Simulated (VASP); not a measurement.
Input of a VASP 6.6.1 run:

Contents of POSCAR:

```
CaSiH6
1.0
    3.1650864072      1.8273634906      1.9597489621
   -3.1650864072      1.8273634906      1.9597489621
    0.0000000000     -3.6547269770      1.9597489660
Ca Si H
1 1 6
Direct
    0.5000000000      0.5000000000      0.5000000000
    0.0000000000      0.0000000000      0.0000000000
    0.9299407121      0.2773993165      0.2773993165
    0.2773993165      0.9299407121      0.2773993165
    0.2773993165      0.2773993165      0.9299407121
    0.0700592879      0.7226006835      0.7226006835
    0.7226006835      0.0700592879      0.7226006835
    0.7226006835      0.7226006835      0.0700592879
```

INCAR.step1

```
SYSTEM = CaSiH6
ALGO     = Normal         ! electronic algorithm
EDIFF    = 1E-4           ! SCF threshold, eV
ENCUT    = 520            ! plane-wave cutoff, eV
GGA      = PE             ! functional
ISMEAR   = -1             ! smearing method
LASPH    = .True.         ! aspherical terms in the spheres
LCHARG   = .False.        ! write CHGCAR
LREAL    = .False.        ! projectors in reciprocal space
LWAVE    = .True.         ! write WAVECAR
NBANDS   = 20             ! bands
NELM     = 80             ! most SCF steps
PREC     = Accurate       ! precision mode
SIGMA    = 0.03           ! smearing width, eV
```

File INCAR.step2:

```
SYSTEM = CaSiH6
ALGO     = Normal         ! electronic algorithm
BPARAM   = 11.95        
CPARAM   = 0.0093       
EDIFF    = 1E-6           ! SCF threshold, eV
ENCUT    = 520            ! plane-wave cutoff, eV
ISIF     = 2              ! what is computed and relaxed
ISMEAR   = -1             ! smearing method
ISTART   = 1            
IVDW_NL  = 2            
LASPH    = .True.         ! aspherical terms in the spheres
LCHARG   = .False.        ! write CHGCAR
LMIXTAU  = .True.       
LREAL    = .False.        ! projectors in reciprocal space
LUSE_VDW = .True.       
LWAVE    = .False.        ! write WAVECAR
METAGGA  = R2SCAN         ! meta-GGA
NBANDS   = 20             ! bands
NELM     = 80             ! most SCF steps
PREC     = Accurate       ! precision mode
SIGMA    = 0.03           ! smearing width, eV
```

KPOINTS

```
k-points
0
Gamma
  8 8 8
  0 0 0
```

Potentials or basis: VASP PAW PBE potentials, release 64 (Ca_sv, Si, H).

Run with:

```console
$ cat potpaw_PBE.64/Ca_sv/POTCAR potpaw_PBE.64/Si/POTCAR potpaw_PBE.64/H/POTCAR > POTCAR
$ cp INCAR.step1 INCAR
$ mpirun -np 1 vasp_std > vasp.out
$ cp INCAR.step2 INCAR
$ mpirun -np 1 vasp_std > vasp.out
```

(1) Predict the pressure.

(2) Predict the band gap on the k mesh.

(3) Estimate the largest force.

Results:

(1) -0.1 GPa.

(2) 2.15 eV (least direct gap 3.25 eV).

(3) 0.016 eV/Å.

Caveat: the PAW data sets were made with another functional, which shifts forces and pressure a little.
